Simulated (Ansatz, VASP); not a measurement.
## Re: VASP beside Ansatz

Contents of INCAR:

```
SYSTEM = Re
ALGO     = Normal         ! electronic algorithm
EDIFF    = 1E-7           ! SCF threshold, eV
ENCUT    = 520            ! plane-wave cutoff, eV
GGA      = CA             ! functional
ISIF     = 2              ! what is computed and relaxed
ISMEAR   = -1             ! smearing method
LASPH    = .True.         ! aspherical terms in the spheres
LCHARG   = .False.        ! write CHGCAR
LREAL    = .False.        ! projectors in reciprocal space
LWAVE    = .False.        ! write WAVECAR
NBANDS   = 14             ! bands
NELM     = 100            ! most SCF steps
PREC     = Accurate       ! precision mode
SIGMA    = 0.05           ! smearing width, eV
```

Contents of KPOINTS:

```
k-points
0
Gamma
  14 14 8
  0 0 0
```

POSCAR

```
Re
1.0
    2.6371536987      0.0000000000      0.0000000000
   -1.3185768494      2.2838420967      0.0000000000
    0.0000000000      0.0000000000      4.2167694387
Re
2
Direct
    0.3333333333      0.6666666667      0.2500000000
    0.6666666667      0.3333333333      0.7500000000
```

Input for Ansatz:

```yaml
crystal:
  lattice:
    - [2.6371536987, 0.0, 0.0]
    - [-1.3185768494, 2.2838420967, 0.0]
    - [0.0, 0.0, 4.2167694387]
  atoms:
    - { symbol: Re, position: [0.3333333333, 0.6666666667, 0.25] }
    - { symbol: Re, position: [0.6666666667, 0.3333333333, 0.75] }
kpoints:
  mp_grid: { grid: [14, 14, 8] }
  band_path:
    path:
      - [0.0, 0.0, 0.0]
      - [0.5, 0.0, 0.0]
      - [0.3333333333, 0.3333333333, 0.0]
      - [0.0, 0.0, 0.0]
      - [0.0, 0.0, 0.5]
      - [0.5, 0.0, 0.5]
      - [0.3333333333, 0.3333333333, 0.5]
      - [0.0, 0.0, 0.5]
      - [0.5, 0.0, 0.5]
    npoints: 5
scf:
  occupations: { method: fermi_dirac, width: 0.05 }
hamiltonian:
  xc: lda
  pseudopotentials: { kind: all_electron, lapw: { basis_error: 0.00025 } }
output:
  forces: true
  stress: true
  eigenvalues: true
```

Change from the starting cell: volume scaled by 1.04.

Alike in both runs: task single point; functional LDA; k mesh 14 × 14 × 8; occupations fermi-dirac, width 0.05 eV; no spin polarisation.

|  | VASP | Ansatz |
| --- | --- | --- |
| version | VASP 6.6.1 | Ansatz 0.2.0 |
| potentials or method | VASP PAW LDA potentials, release 64 (Re), cutoff 520 eV | all-electron LAPW, scalar-relativistic |

VASP gave:

```
pressure (GPa)                                                : 67.7
traceless stress, the component that is largest in VASP (GPa) : 4.08
```

Q: Estimate Ansatz's values.

A: Pressure (GPa): 63.4; traceless stress, the component that is largest in VASP (GPa): 4.19.

LDA's correlation is that of Perdew and Zunger in VASP and of Perdew and Wang (1992) in Ansatz. Both programs put the cell under a high pressure, so it lies far from rest at this level. Ansatz ran all-electron here, and VASP with PAW potentials.

Spin-orbit coupling is off throughout. Noted on VASP's run: the cell as given lies far from equilibrium.
